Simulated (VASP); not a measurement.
# MgRuO (P4/mmm) in VASP: further runs

MgRuO is run at these levels: PBE; tasks: single point.

All numbers are computed with VASP 6.6.1; they aren't measurements. Logs are shortened: lines on timing, memory, paths and dates and some standing lists are left out, and cuts for length are marked.

**1. The cell of the first run**

Symmetry: P4/mmm, No. 123, tetragonal system. The conventional cell has a = 3.113 Å, b = 3.113 Å, c = 3.995 Å, α = 90.00°, β = 90.00°, γ = 90.00°. Mg (site symmetry 4/mmm) has 2 O at 2.00 Å within 2.6 Å. Ru (site symmetry 4/mmm) has 4 O at 2.20 Å and 8 Mg at 2.97 Å and 4 Ru at 3.11 Å within 3.2 Å. O (site symmetry 4/mmm) has 2 Mg at 2.00 Å and 4 Ru at 2.20 Å within 2.6 Å.

The cell was generated, and may not be a known phase.

**2. Single point, PBE, collinear spin, ferromagnetic start**

The input, INCAR:

```
SYSTEM = MgRuO
PREC = Accurate ; ENCUT = 840
EDIFF = 1E-6 ; ISMEAR = 0
SIGMA = 0.1 ; LREAL = .False.
LASPH = .True. ; NELM = 200
ALGO = Normal ; ISIF = 2
LWAVE = .False. ; LCHARG = .True.
ISPIN = 2 ; MAGMOM = 0 1 0
LORBIT = 11 ; LMAXMIX = 4
GGA = PE ; LELF = .True.
LVHAR = .True. ; NBANDS = 27
GGA_COMPAT = .False.
```

The input, KPOINTS:

```
regular mesh
0
Gamma
  4 4 6
  0 0 0
```

The input, POSCAR:

```
MgRuO
1.0
    3.1132057548      0.0000000000      0.0000000000
    0.0000000000      3.1132057548      0.0000000000
    0.0000000000      0.0000000000      3.9952931042
Mg Ru O
1 1 1
Direct
    0.5000000000      0.5000000000      0.5000000000
    0.0000000000      0.0000000000      0.0000000000
    0.5000000000      0.5000000000      0.0000000000
```

Potentials or basis: VASP PAW PBE potentials, release 64 (Mg_sv, Ru_sv, O).

The run is started by

```sh
> cat potpaw_PBE.64/Mg_sv/POTCAR potpaw_PBE.64/Ru_sv/POTCAR potpaw_PBE.64/O/POTCAR > POTCAR
> mpirun -np 1 vasp_std > vasp.out
```

OUTCAR:

```text
SYSTEM = MgRuO
   PREC = Accurate
   ENCUT = 840
   EDIFF = 1E-6
   ISMEAR = 0
   LREAL = .False.
   LASPH = .True.
   NELM = 200
   ISIF = 2
   ISPIN = 2
   LORBIT = 11
   GGA = PE

 ion  position               nearest neighbor table
   1  0.500  0.500  0.500-   3 2.00   3 2.00
   2  0.000  0.000  0.000-   3 2.20   3 2.20   3 2.20   3 2.20
   3  0.500  0.500  0.000-   1 2.00   1 2.00   2 2.20   2 2.20   2 2.20   2 2.20

  LATTYP: Found a simple tetragonal cell.
 ALAT       =     3.1132057548
 C/A-ratio  =     1.2833373117

  Lattice vectors:

 A1 = (   3.1132057548,   0.0000000000,   0.0000000000)
 A2 = (   0.0000000000,   3.1132057548,   0.0000000000)
 A3 = (   0.0000000000,   0.0000000000,   3.9952931042)

Analysis of symmetry for initial positions (statically):
=====================================================================
 Subroutine PRICEL returns:
 Original cell was already a primitive cell.

 Routine SETGRP: Setting up the symmetry group for a
 simple tetragonal supercell.

 Subroutine GETGRP returns: Found 16 space group operations
 (whereof 16 operations were pure point group operations)
 out of a pool of 16 trial point group operations.

The static configuration has the point symmetry D_4h.

Analysis of symmetry for dynamics (positions and initial velocities):
=====================================================================
 Subroutine PRICEL returns:
 Original cell was already a primitive cell.

 Routine SETGRP: Setting up the symmetry group for a
 simple tetragonal supercell.

 Subroutine GETGRP returns: Found 16 space group operations
 (whereof 16 operations were pure point group operations)
 out of a pool of 16 trial point group operations.

The dynamic configuration has the point symmetry D_4h.

Analysis of structural, dynamic, and magnetic symmetry:
=====================================================================
 Subroutine PRICEL returns:
 Original cell was already a primitive cell.

 Routine SETGRP: Setting up the symmetry group for a
 simple tetragonal supercell.

 Subroutine GETGRP returns: Found 16 space group operations
 (whereof 16 operations were pure point group operations)
 out of a pool of 16 trial point group operations.

The overall configuration has the point symmetry D_4h.

 Subroutine INISYM returns: Found 16 space group operations
 (whereof 16 operations are pure point group operations),
 and found     1 'primitive' translations

----------------------------------------------------------------------------------------

                                     Primitive cell

  volume of cell :      38.7226

  direct lattice vectors                    reciprocal lattice vectors
     3.113205755  0.000000000  0.000000000     0.321212306  0.000000000  0.000000000
     0.000000000  3.113205755  0.000000000     0.000000000  0.321212306  0.000000000
     0.000000000  0.000000000  3.995293104     0.000000000  0.000000000  0.250294528

  length of vectors
     3.113205755  3.113205755  3.995293104     0.321212306  0.321212306  0.250294528

  position of ions in fractional coordinates (direct lattice)
     0.500000000  0.500000000  0.500000000
     0.000000000  0.000000000  0.000000000
     0.500000000  0.500000000  0.000000000

  ion indices of the primitive-cell ions
   primitive index   ion index
                 1           1
                 2           2
                 3           3

----------------------------------------------------------------------------------------

 KPOINTS: regular mesh

Automatic generation of k-mesh.
 Grid dimensions read from file:
 generate k-points for:    4    4    6

 Generating k-lattice:

  Cartesian coordinates                     Fractional coordinates (reciprocal lattice)
     0.080303077  0.000000000  0.000000000     0.250000000  0.000000000  0.000000000
     0.000000000  0.080303077  0.000000000     0.000000000  0.250000000  0.000000000
     0.000000000  0.000000000  0.041715755     0.000000000  0.000000000  0.166666667

  Length of vectors
     0.080303077  0.080303077  0.041715755

  Shift w.r.t. Gamma in fractional coordinates (k-lattice)
     0.000000000  0.000000000  0.000000000

 Subroutine IBZKPT returns following result:
 ===========================================

 Found     24 irreducible k-points:

 Following reciprocal coordinates:
            Coordinates               Weight
  0.000000  0.000000  0.000000      1.000000
  0.250000  0.000000  0.000000      4.000000
  0.500000  0.000000  0.000000      2.000000
  0.250000  0.250000  0.000000      4.000000
  0.500000  0.250000  0.000000      4.000000
  0.500000  0.500000  0.000000      1.000000
[... 16 lines left out ...]
  0.500000  0.250000  0.500000      4.000000
  0.500000  0.500000  0.500000      1.000000
   k-points           NKPTS =     24   k-points in BZ     NKDIM =     24   number of bands    NBANDS=     27
   number of dos      NEDOS =    301   number of ions     NIONS =      3
   total plane-waves  NPLWV =  36000
   dimension x,y,z NGX =    30 NGY =   30 NGZ =   40
   dimension x,y,z NGXF=    60 NGYF=   60 NGZF=   80
   ions per type =               1   1   1
   NGX,Y,Z   is equivalent  to a cutoff of  16.02, 16.02, 16.64 a.u.
   NGXF,Y,Z  is equivalent  to a cutoff of  32.04, 32.04, 33.29 a.u.
 SYSTEM =  MgRuO
   PREC   = accura    normal or accurate (medium, high low for compatibility)
   ISTART =      0    job   : 0-new  1-cont  2-samecut
   ICHARG =      2    charge: 1-file 2-atom 10-const
   ISPIN  =      2    spin polarized calculation?
   LNONCOLLINEAR =      F non collinear calculations
   LSORBIT =      F    spin-orbit coupling
   LASPH  =      T    aspherical Exc in radial PAW
   ENCUT  =  840.0 eV  61.74 Ry    7.86 a.u.   7.36  7.36  9.44*2*pi/ulx,y,z
   NELM   =    200;   NELMIN=  2; NELMDL= -5     # of ELM steps
   EDIFF  = 0.1E-05   stopping-criterion for ELM
   LREAL  =      F    real-space projection
   EDIFFG = 0.1E-04   stopping-criterion for IOM
   NSW    =      0    number of steps for IOM
   IBRION =     -1    ionic relax: 0-MD 1-quasi-New 2-CG
   NFREE  =      0    steps in history (QN), initial steepest desc. (CG)
   ISIF   =      2    stress and relaxation
   ISYM   =      2    0-nonsym 1-usesym 2-fastsym
   POTIM  = 0.5000    time-step for ionic-motion
   TEBEG  =    0.0;   TEEND  =   0.0 temperature during run
   PSTRESS=    0.0 pullay stress
   NELECT =      32.0000    total number of electrons
   NUPDOWN=      -1.0000    fix difference up-down
   EMIN   =  10.00;   EMAX   =-10.00  energy-range for DOS
   EFERMI =   0.00;   METHOD = LEGACY
   ISMEAR =     0;   SIGMA  =   0.10  broadening in eV -4-tet -1-fermi 0-gaus
   EFERMI_NEDOS =   21; number of points for ismear=-14 and -15
   IALGO  =     38    algorithm
   IMIX   =      4    mixing-type and parameters
     AMIX     =   0.40;   BMIX     =  1.00
     AMIX_MAG =   1.60;   BMIX_MAG =  1.00
  volume/ion in A,a.u.               =      12.91        87.10
  Fermi-wavevector in a.u.,A,eV,Ry     =   1.536279  2.903146 32.111828  2.360153
  Thomas-Fermi vector in A             =   2.642950
   LORBIT       =     11    0 simple, 1 ext, 2 COOP (PROOUT), +10 PAW based schemes
   GGA     = PE    functional components
   LHFCALC =     F    Hartree Fock is set to
   AEXX    =    0.0000 exact exchange contribution
   IVDW    =     0    specifies the selected vdW correction
   LEPSILON=     F    determine dielectric tensor
   LRPA    =     F    only Hartree local field effects (RPA)
 spin polarized calculation
 Gauss-broadening in eV      SIGMA  =   0.10
  energy-cutoff  :      840.00
  volume of cell :       38.72
 maximum number of plane-waves:      2171
 NGX is ok and might be reduce to    30
   NGX = 15   NGY = 15   NGZ = 19

 number of electron      32.0000000 magnetization       0.7116266

 Free energy of the ion-electron system (eV)
  ---------------------------------------------------
  ext. energy  EPLUGINS =         0.00000000
  ---------------------------------------------------
  free energy    TOTEN  =       -16.80113246 eV

  energy without entropy =      -16.79242323  energy(sigma->0) =      -16.79677784

 E-fermi :   7.8670     XC(G=0): -11.6194

 val. band max:        7.8498694506   @ k =   0.2500   0.2500   0.3333
 cond. band min:       7.8998077760   @ k =   0.5000   0.5000   0.0000
 fundamental gap:      0.0499383254
 Fermi energy:         7.8670267856

 spin component 1

 k-point     1 :       0.0000    0.0000    0.0000
  band No.  band energies     occupation
      1     -67.5373      1.00000
      2     -64.6493      1.00000
      3     -34.9169      1.00000
      4     -34.9168      1.00000
      5     -34.3044      1.00000
      6     -34.3033      1.00000
[... 19 lines left out ...]
     26      24.7343      0.00000
     27      24.7343      0.00000
[... 661 lines left out ...]
 k-point    24 :       0.5000    0.5000    0.5000
  band No.  band energies     occupation
      1     -67.5343      1.00000
      2     -64.6303      1.00000
      3     -35.0353      1.00000
      4     -35.0352      1.00000
      5     -34.3258      1.00000
      6     -34.3258      1.00000
[... 19 lines left out ...]
     26      27.2908      0.00000
     27      27.2908      0.00000
 Fermi energy:         7.8670267856

 spin component 2

 k-point     1 :       0.0000    0.0000    0.0000
  band No.  band energies     occupation
      1     -67.5407      1.00000
      2     -64.1307      1.00000
      3     -34.3333      1.00000
      4     -34.3333      1.00000
      5     -34.2801      1.00000
      6     -34.2511      1.00000
[... 19 lines left out ...]
     26      24.7510      0.00000
     27      24.7510      0.00000
[... 661 lines left out ...]
 k-point    24 :       0.5000    0.5000    0.5000
  band No.  band energies     occupation
      1     -67.5377      1.00000
      2     -64.1119      1.00000
      3     -34.3956      1.00000
      4     -34.3956      1.00000
      5     -34.3307      1.00000
      6     -34.3307      1.00000
[... 19 lines left out ...]
     26      27.5483      0.00000
     27      27.5483      0.00000

------------------------ aborting loop because EDIFF is reached ----------------------------------------

  FORCE on cell =-STRESS in cart. coord.  units (eV):
  Direction    XX          YY          ZZ          XY          YZ          ZX
  --------------------------------------------------------------------------------------
  -------------------------------------------------------------------------------------
  Total       -0.0461460     -0.0461460      0.0032785      0.0000000      0.0000000      0.0000000
  in kB       -1.9093261     -1.9093261      0.1356508      0.0000000      0.0000000      0.0000000
  external PRESSURE =      -1.2276671 kB  Pullay stress =       0.0000000 kB

 VOLUME and BASIS-vectors are now :
 -----------------------------------------------------------------------------
  energy-cutoff  :      840.00
  volume of cell :       38.72
      direct lattice vectors                 reciprocal lattice vectors
     3.113205755  0.000000000  0.000000000     0.321212306  0.000000000  0.000000000
     0.000000000  3.113205755  0.000000000     0.000000000  0.321212306  0.000000000
     0.000000000  0.000000000  3.995293104     0.000000000  0.000000000  0.250294528

 POSITION                                       TOTAL-FORCE (eV/Angst)
 -----------------------------------------------------------------------------------
      1.55660      1.55660      1.99765         0.000000      0.000000      0.000000
      0.00000      0.00000      0.00000         0.000000      0.000000      0.000000
      1.55660      1.55660      0.00000         0.000000      0.000000      0.000000
 -----------------------------------------------------------------------------------
    total drift:                                0.000000      0.000000      0.000000

  FREE ENERGIE OF THE ION-ELECTRON SYSTEM (eV)
  ---------------------------------------------------
  free  energy   TOTEN  =       -16.8011324554 eV

  energy  without entropy=      -16.7924232330  energy(sigma->0) =      -16.79677784

 total charge

# of ion       s       p       d       tot
------------------------------------------
    1        2.076   6.008   0.032   8.116
    2        2.125   5.999   5.495  13.618
    3        1.549   3.470   0.000   5.018
--------------------------------------------------
tot          5.750  15.476   5.526  26.752

 magnetization (x)

# of ion       s       p       d       tot
------------------------------------------
    1       -0.001  -0.002  -0.001  -0.003
    2        0.008   0.002   0.655   0.664
    3        0.015   0.008   0.000   0.023
--------------------------------------------------
tot          0.022   0.008   0.654   0.684
```

Wall time 72 s (1 thread of Intel Xeon Platinum 8488C (Sapphire Rapids), shared host); peak memory 0.26 GiB.

What came out:

| Property | Result |
| --- | --- |
| Free energy | -16.8011 eV |
| Pressure | -0.1 GPa |
| Net moment | 0.71 μB per cell |
| Site moments | Mg -0.00; Ru +0.66; O +0.02 μB |
| Valence electrons inside the program's atomic spheres | Mg 8.12; Ru 13.62; O 5.02 |

Levels at points of the mesh, in eV from the Fermi level:
Spin up:
```tsv
k point	band 13	band 14	band 15	band 16	band 17	band 18	band 19	band 20
(0.00, 0.00, 0.00)	-4.78	-3.82	-1.12	-0.75	-0.75	-0.03	6.68	8.73
(0.50, 0.00, 0.00)	-2.95	-0.52	-0.51	-0.27	0.35	2.80	4.06	5.59
(0.50, 0.50, 0.00)	-2.15	-2.15	-1.85	-0.13	0.03	3.27	3.27	3.77
(0.00, 0.00, 0.50)	-3.71	-1.11	-1.00	-1.00	-0.97	-0.91	1.31	8.14
(0.50, 0.00, 0.50)	-0.88	-0.80	-0.77	-0.73	-0.14	2.80	4.68	5.66
(0.50, 0.50, 0.50)	-3.02	-3.02	-0.41	-0.09	0.04	3.30	5.80	5.80
```
Spin down:
```
           k point  band 14  band 15  band 16  band 17  band 18  band 19
(0.00, 0.00, 0.00)    -3.14    -0.55    -0.44    -0.44     0.49     6.71
(0.50, 0.00, 0.00)    -0.19    -0.02     0.22     0.31     3.23     4.37
(0.50, 0.50, 0.00)    -1.89    -1.52     0.42     0.91     3.21     3.21
(0.00, 0.00, 0.50)    -1.01    -0.71    -0.71    -0.53    -0.43     1.54
(0.50, 0.00, 0.50)    -0.60    -0.43    -0.18     0.44     3.24     4.73
(0.50, 0.50, 0.50)    -2.83     0.14     0.46     0.92     3.25     5.85
```

Caveat: the k points lie up to 0.50 Å⁻¹ apart.

**3. Single point, PBE, collinear spin, ferromagnetic start**

This run uses another cell than the first one, of 12.84 Å³/atom.

The input, INCAR:

```
SYSTEM = MgRuO
  PREC = Accurate
  ENCUT = 840
  EDIFF = 1E-6
  ISMEAR = 0
  SIGMA = 0.1
  LREAL = .False.
  LASPH = .True.
  NELM = 200
  ALGO = Normal
  ISIF = 2
  LWAVE = .False.
  LCHARG = .True.
  ISPIN = 2
  MAGMOM = 0 0.63 0
  LORBIT = 11
  LMAXMIX = 4
  GGA = PE
  LELF = .True.
  LVHAR = .True.
  NBANDS = 27
  GGA_COMPAT = .False.
```

The input, KPOINTS:

```
Automatic mesh
0
Gamma
  6 6 4
  0 0 0
```

The input, POSCAR:

```
MgRuO
1.0
    3.0805891647      0.0000000000      0.0000000000
    0.0000000000      3.0805891647      0.0000000000
    0.0000000000      0.0000000000      4.0603030544
Mg Ru O
1 1 1
Direct
    0.5000000000      0.5000000000      0.5000000000
    0.0000000000      0.0000000000      0.0000000000
    0.5000000000      0.5000000000      0.0000000000
```

Potentials or basis: VASP PAW PBE potentials, release 64 (Mg_sv, Ru_sv, O).

The run is started by

```sh
> cat potpaw_PBE.64/Mg_sv/POTCAR potpaw_PBE.64/Ru_sv/POTCAR potpaw_PBE.64/O/POTCAR > POTCAR
> mpirun -np 1 vasp_std > vasp.out
```

It took 62 s on 1 thread of Intel Xeon 6975P-C (Granite Rapids), shared host; peak memory 0.27 GiB.

Results (log left out):

| Property | Result |
| --- | --- |
| Free energy | -16.7411 eV |
| Pressure | -0.2 GPa |
| Net moment | 0.43 μB per cell |
| Site moments | Mg -0.00; Ru +0.40; O +0.03 μB |
| Valence electrons inside the program's atomic spheres | Mg 8.11; Ru 13.62; O 5.02 |

Stress tensor (GPa, compression positive):
```
-0.41  0.00  0.00
 0.00 -0.41  0.00
 0.00  0.00  0.28
```

Levels at points of the mesh, in eV from the Fermi level:
Spin up:
| k point | band 12 | band 13 | band 14 | band 15 | band 16 | band 17 | band 18 | band 19 | band 20 | band 21 |
| --- | --- | --- | --- | --- | --- | --- | --- | --- | --- | --- |
| (0.00, 0.00, 0.00) | -4.95 | -4.95 | -3.99 | -1.08 | -0.77 | -0.77 | 0.14 | 6.34 | 8.51 | 9.47 |
| (0.50, 0.00, 0.00) | -6.55 | -2.97 | -0.56 | -0.51 | -0.25 | 0.23 | 2.99 | 4.10 | 5.28 | 10.19 |
| (0.50, 0.50, 0.00) | -5.34 | -2.27 | -2.27 | -1.76 | 0.02 | 0.03 | 3.15 | 3.15 | 3.93 | 7.34 |
| (0.00, 0.00, 0.50) | -4.95 | -3.91 | -1.17 | -1.07 | -0.99 | -0.99 | -0.97 | 1.32 | 8.16 | 11.80 |
| (0.50, 0.00, 0.50) | -7.19 | -1.01 | -0.83 | -0.73 | -0.71 | -0.16 | 2.99 | 4.42 | 5.55 | 7.32 |
| (0.50, 0.50, 0.50) | -5.82 | -3.08 | -3.08 | -0.35 | 0.03 | 0.05 | 3.25 | 5.65 | 5.65 | 6.84 |
Spin down:
| k point | band 13 | band 14 | band 15 | band 16 | band 17 | band 18 | band 19 | band 20 |
| --- | --- | --- | --- | --- | --- | --- | --- | --- |
| (0.00, 0.00, 0.00) | -4.89 | -3.44 | -0.89 | -0.58 | -0.58 | 0.39 | 6.34 | 8.61 |
| (0.50, 0.00, 0.00) | -2.88 | -0.32 | -0.10 | 0.07 | 0.20 | 3.15 | 4.25 | 5.27 |
| (0.50, 0.50, 0.00) | -2.12 | -2.12 | -1.62 | 0.21 | 0.76 | 3.11 | 3.11 | 4.10 |
| (0.00, 0.00, 0.50) | -3.34 | -1.19 | -0.88 | -0.81 | -0.81 | -0.78 | 1.47 | 8.10 |
| (0.50, 0.00, 0.50) | -1.05 | -0.62 | -0.52 | -0.45 | 0.26 | 3.15 | 4.45 | 5.60 |
| (0.50, 0.50, 0.50) | -2.96 | -2.96 | -0.12 | 0.24 | 0.76 | 3.23 | 5.68 | 5.68 |

Caveat: the k points lie up to 0.39 Å⁻¹ apart; a moment this small can come from the mesh or the smearing.
